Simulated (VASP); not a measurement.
LaLuN2:

```
La N Lu
1.0
     3.57611    0.00000    0.00000
     0.00000    3.57611    0.00000
     0.00000    0.00000    5.05424
La N Lu
1 2 1
Cartesian
  0.0000 0.0000 0.0000
  0.0000 0.0000 2.5271
  1.7881 1.7881 0.0000
  1.7881 1.7881 2.5271
```

Base run:

```yaml
Program: VASP 6.6.1
Functional: r2SCAN
Potentials_or_basis: VASP PAW PBE potentials, release 64 (La, N, Lu)
Cutoff: 660 eV
k_mesh: 8 × 8 × 6
Occupations: fermi-dirac, width 0.02 eV
Spin: no spin polarisation
```

Its results: band gap on the k mesh zero (bands 23 and 24 overlap by 0.01 eV); pressure 0.3 GPa.

Task: The run is repeated on the same cell with these changes: functional from r2SCAN to PBE; cutoff from 660 eV to 600 eV. What comes out?

Result: Band gap on the k mesh zero (bands 23 and 24 overlap by 0.18 eV); pressure 1.3 GPa.

Caveats: semilocal functionals underestimate gaps, and a narrow one can read as zero; spin-orbit coupling is left out, which moves the levels of the heavy elements; the PAW data sets were made with another functional, which shifts forces and pressure a little (at least some runs).
